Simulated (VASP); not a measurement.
Wanted: the native input for a VASP 6.6.1 run.

| Item | Value |
| --- | --- |
| Task | single point |
| Functional | PBEsol |
| Potentials or basis | VASP PAW PBE potentials, release 64 (Y_sv, Te) |
| Cutoff | 520 eV |
| k mesh | 12 × 12 × 12 |
| Occupations | fermi-dirac, width 0.05 eV |
| Spin | no spin polarisation |
| Dipole correction | no |
| Further INCAR settings | ALGO = Normal; EDIFF = 1e-06; NBANDS = 16 |

The structure of YTe lies in POSCAR:

```
YTe
1.0
    0.0000000000      3.0576246591      3.0576246591
    3.0576246591      0.0000000000      3.0576246591
    3.0576246591      3.0576246591      0.0000000000
Y Te
1 1
Direct
    0.0000000000      0.0000000000      0.0000000000
    0.5000000000      0.5000000000      0.5000000000
```

This cell differs from its parent crystal: volume scaled by 1.01.

One way to write it, as run:

INCAR

```
PREC = Accurate
ENCUT = 520
EDIFF = 1E-6
ISMEAR = -1
SIGMA = 0.05
LREAL = False
LASPH = True
NELM = 60
ALGO = Normal
ISIF = 2
LWAVE = False
LCHARG = False
GGA = PS
NBANDS = 16
```

KPOINTS

```
Automatic mesh
0
Gamma
  12 12 12
```

Potentials or basis: VASP PAW PBE potentials, release 64 (Y_sv, Te).

Run with:

```console
$ cat potpaw_PBE.64/Y_sv/POTCAR potpaw_PBE.64/Te/POTCAR > POTCAR
$ mpirun -np 1 vasp_std > vasp.out
```

Results of the run:

```json
{
 "Pressure": "-1.1 GPa"
}
```

Caveat: the PAW data sets were made with another functional, which shifts forces and pressure a little.

It took 27 s on 1 thread of AMD EPYC 9R45 96-Core Processor (Zen 5) (shared host), peak memory 0.21 GiB.
